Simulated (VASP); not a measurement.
Crystal: Ge.

```
CELL_PARAMETERS angstrom
0.00000 2.79068 2.79068
2.79068 0.00000 2.79068
2.79068 2.79068 0.00000
ATOMIC_POSITIONS crystal
Ge 0.75000 0.75000 0.75000
Ge 0.50000 0.50000 0.50000
```

Base run:

```yaml
Program: VASP 6.6.1
Functional: RPBE
Dispersion: D4
Potentials_or_basis: VASP PAW PBE potentials, release 64 (Ge_d)
Cutoff: 520 eV
k_mesh: 8 × 8 × 8
Occupations: fermi-dirac, width 0.05 eV
Spin: no spin polarisation
```

Its results: band gap on the k mesh 0.40 eV, indirect (least direct gap 0.53 eV); pressure 3.5 GPa.

The run is repeated on the same cell with these changes: functional from RPBE to PBEsol. What comes out?

Band gap on the k mesh 0.25 eV, indirect (least direct gap 0.37 eV); pressure 2.3 GPa.

PBEsol binds more tightly than RPBE, so the same cell stands under less pressure.

Caveats: the PAW data sets were made with another functional, which shifts forces and pressure a little.

A k mesh can miss the band edges.
